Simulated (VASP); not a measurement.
AlNi3:

```
Ni Al
1.0
     3.52305    0.00000    0.00000
     0.00000    3.52305    0.00000
     0.00000    0.00000    3.52305
Ni Al
3 1
Direct
  0.50000 0.50000 0.00000
  0.50000 0.00000 0.50000
  0.00000 0.50000 0.50000
  0.00000 0.00000 0.00000
```

Base run:

* Program: VASP 6.6.1
* Functional: r2SCAN
* Potentials or basis: VASP PAW PBE potentials, release 64 (Ni, Al)
* Cutoff: 520 eV
* k mesh: 8 × 8 × 8
* Occupations: fermi-dirac, width 0.05 eV
* Spin: collinear spin, ferromagnetic start
* Starting moments: [1.0, 1.0, 1.0, 0.0] μB

Its results: pressure 0.6 GPa; net moment 0.84 μB per cell; site moments Ni +0.32; Al -0.02 μB.

**Question.** The run is repeated on the same cell with these changes: functional from r2SCAN to RPBE. What comes out?

**Answer.** Pressure 12.4 GPa; net moment 0.69 μB per cell; site moments Ni +0.25; Al -0.01 μB.

Caveats: the PAW data sets were made with another functional, which shifts forces and pressure a little; the cell stands under pressure (at least some runs).
